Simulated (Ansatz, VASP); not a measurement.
## Two plane-wave programs on Bi

```
CELL_PARAMETERS angstrom
5.92441 0.00000 0.00000
-2.96221 5.13069 0.00000
0.00000 0.00000 3.48388
ATOMIC_POSITIONS crystal
Bi 0.00000 0.00000 0.00000
Bi 0.33333 0.66667 0.50000
Bi 0.66667 0.33333 0.50000
```

Alike in both runs: task single point; functional revPBE; k mesh 7 × 7 × 11; occupations fermi-dirac, width 0.1 eV; no spin polarisation.

|  | VASP | Ansatz |
| --- | --- | --- |
| version | VASP 6.6.1 | Ansatz 0.2.0 |
| potentials or method | VASP PAW PBE potentials, release 64 (Bi_d), cutoff 520 eV | plane waves (420 eV) with PAW, scalar-relativistic |
| valence electrons in the cell | 45 | 45 |

```csv
,VASP,Ansatz,Ansatz less VASP
pressure (GPa),-3.0,-3.0,+0.06
"traceless stress, the component that is largest in VASP (GPa)",0.27,0.27,-0.002
```

VASP's potentials were made for PBE, not for revPBE. With one functional, cell and mesh, what is left measures potentials, basis and numerics.

Neither program's run includes spin-orbit coupling.
